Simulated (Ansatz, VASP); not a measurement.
# GaSb: VASP beside Ansatz

File INCAR:

```
  PREC = Accurate
  ENCUT = 520
  EDIFF = 1E-6
  ISMEAR = 0
  SIGMA = 0.15
  LREAL = False
  LASPH = True
  NELM = 60
  ALGO = Normal
  ISIF = 2
  LWAVE = False
  LCHARG = False
  GGA = PE
  NBANDS = 16
```

File KPOINTS:

```
Automatic mesh
0
Gamma
  16 16 16
```

The input POSCAR:

```
GaSb
1.0
   -1.4640158188      2.4346714365      3.3153909758
    1.4640158188     -2.4346714365      3.3153909758
    1.4640158188      2.4346714365     -3.3153909758
Ga Sb
1 1
Direct
    0.0000000000      0.0000000000      0.0000000000
    0.5000000000      0.5000000000      0.0000000000
```

Input for Ansatz:

```yaml
crystal:
  lattice:
    - [-1.4640158188, 2.4346714365, 3.3153909758]
    - [1.4640158188, -2.4346714365, 3.3153909758]
    - [1.4640158188, 2.4346714365, -3.3153909758]
  atoms:
    - { symbol: Ga, position: [0.0, 0.0, 0.0] }
    - { symbol: Sb, position: [0.5, 0.5, 0.0] }
basis:
  ecutwfc: 420
kpoints:
  mp_grid: { grid: [16, 16, 16] }
hamiltonian:
  xc: pbe
  pseudopotentials: { kind: paw, azcp: { folder: soft_1 } }
scf:
  occupations: { method: gaussian, width: 0.15 }
output:
  forces: true
  stress: true
  eigenvalues: true
```

Change from the starting cell: strain +e along x and -e along y -0.0133, strain +e along z and -e/2 along x and y +0.1500.

Alike in both runs: task single point; functional PBE; k mesh 16 × 16 × 16; occupations gaussian, width 0.15 eV; no spin polarisation.

```csv
,VASP,Ansatz
version,VASP 6.6.1,Ansatz 0.2.0
potentials or method,"VASP PAW PBE potentials, release 64 (Ga_d, Sb), cutoff 520 eV","scalar-relativistic, plane waves, PAW"
valence electrons in the cell,18,28
```

|  | VASP | Ansatz | Ansatz less VASP |
| --- | --- | --- | --- |
| gap on the k mesh at the Fermi level (eV) | none | none | - |
| pressure (GPa) | 7.2 | 7.1 | -0.04 |
| traceless stress, the component that is largest in VASP (GPa) | -14.46 | -14.36 | +0.103 |

A gap of «none» marks a metal or a gap that the smearing closes. The functional is the same, so the differences come from potentials, cutoffs and numerics. VASP's potentials hold 18 valence electrons a cell and Ansatz's 28, so a difference there can come from the potentials and not from the codes.

Spin-orbit coupling is off throughout.
